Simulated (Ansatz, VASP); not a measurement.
# WSe2 in VASP and in Ansatz

INCAR

```
SYSTEM = WSe2
ALGO = Normal ; EDIFF = 1E-6
ENCUT = 520 ; GGA = PE
ISIF = 2 ; ISMEAR = 0
IVDW = 12 ; LASPH = .TRUE.
LCHARG = .TRUE. ; LELF = .TRUE.
LREAL = .FALSE. ; LVHAR = .TRUE.
LWAVE = .FALSE. ; NBANDS = 35
NELM = 100 ; PREC = Accurate
SIGMA = 0.05
```

File KPOINTS:

```
k-points
0
G
  12 12 2
  0 0 0
```

File POSCAR:

```
WSe2
1.0
    3.2462372836      0.0000000000      0.0000000000
   -1.6231186418      2.8113239543      0.0000000000
    0.0000000000      0.0000000000     12.7886113051
W Se
2 4
Direct
    0.3333333333      0.6666666667      0.2500000000
    0.6666666667      0.3333333333      0.7500000000
    0.3333333333      0.6666666667      0.6182912222
    0.6666666667      0.3333333333      0.1182912222
    0.3333333333      0.6666666667      0.8817087778
    0.6666666667      0.3333333333      0.3817087778
```

Input for Ansatz:

```yaml
crystal:
  lattice:
    - [3.2462372836, 0.0, 0.0]
    - [-1.6231186418, 2.8113239543, 0.0]
    - [0.0, 0.0, 12.7886113051]
  atoms:
    - { symbol: W, position: [0.3333333333, 0.6666666667, 0.25] }
    - { symbol: W, position: [0.6666666667, 0.3333333333, 0.75] }
    - { symbol: Se, position: [0.3333333333, 0.6666666667, 0.6182912222] }
    - { symbol: Se, position: [0.6666666667, 0.3333333333, 0.1182912222] }
    - { symbol: Se, position: [0.3333333333, 0.6666666667, 0.8817087778] }
    - { symbol: Se, position: [0.6666666667, 0.3333333333, 0.3817087778] }
basis:
  ecutwfc: 420
kpoints:
  mp_grid: { grid: [12, 12, 2] }
hamiltonian:
  xc: pbe
  dispersion: d3bj
scf:
  occupations: { method: gaussian, width: 0.05 }
output:
  forces: true
  stress: true
  eigenvalues: true
```

Change from the starting cell: strain -0.0100 x Voigt [1, 1, 0, 0, 0, 0], atoms carried along.

Alike in both runs: task single point; functional PBE; dispersion D3(BJ); k mesh 12 × 12 × 2; occupations gaussian, width 0.05 eV; no spin polarisation.

|  | VASP | Ansatz |
| --- | --- | --- |
| version | VASP 6.6.1 | Ansatz 0.2.0 |
| potentials or method | VASP PAW PBE potentials, release 64 (W_sv, Se), cutoff 520 eV | scalar-relativistic, plane waves, PAW |
| valence electrons in the cell | 52 | 92 |

VASP gave:

```
gap on the k mesh at the Fermi level (eV)                     : 0.90
least direct gap on the mesh (eV)                             : 1.67
pressure (GPa)                                                : 3.2
traceless stress, the component that is largest in VASP (GPa) : -0.67
rms of the force components (eV/Å)                            : 0.127
```

**Question.** What did Ansatz give for the same quantities?

**Answer.** gap on the k mesh at the Fermi level (eV): 0.91; least direct gap on the mesh (eV): 1.67; pressure (GPa): 2.8; traceless stress, the component that is largest in VASP (GPa): -0.76; rms of the force components (eV/Å): 0.103.

Atom by atom the forces differ by 0.024 eV/Å (rms over components). VASP's potentials hold 52 valence electrons a cell and Ansatz's 92, so a difference there can come from the potentials and not from the codes.

Spin-orbit coupling is off throughout.
